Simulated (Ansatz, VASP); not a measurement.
## Two plane-wave programs on AlN

```
Al N
1.0
     0.00000    2.01887    2.01887
     2.01887    0.00000    2.01887
     2.01887    2.01887    0.00000
Al N
1 1
Cartesian
  0.0000 0.0000 0.0000
  2.0189 2.0189 2.0189
```

Alike in both runs: task single point; functional PBEsol; k mesh 8 × 8 × 8; no spin polarisation.

|  | VASP | Ansatz |
| --- | --- | --- |
| version | VASP 6.6.1 | Ansatz 0.2.0 |
| potentials or method | VASP PAW PBE potentials, release 64 (Al, N) | plane waves |
| plane-wave cutoff (eV) | 600 | 420 |
| occupations | gaussian, width 0.01 eV | fixed |
| valence electrons in the cell | 8 | 8 |

|  | VASP | Ansatz | Ansatz less VASP |
| --- | --- | --- | --- |
| gap on the k mesh at the Fermi level (eV) | 4.59 | 4.60 | +0.005 |
| pressure (GPa) | 1.2 | 1.5 | +0.24 |

VASP's potentials were made for PBE, not for PBEsol.
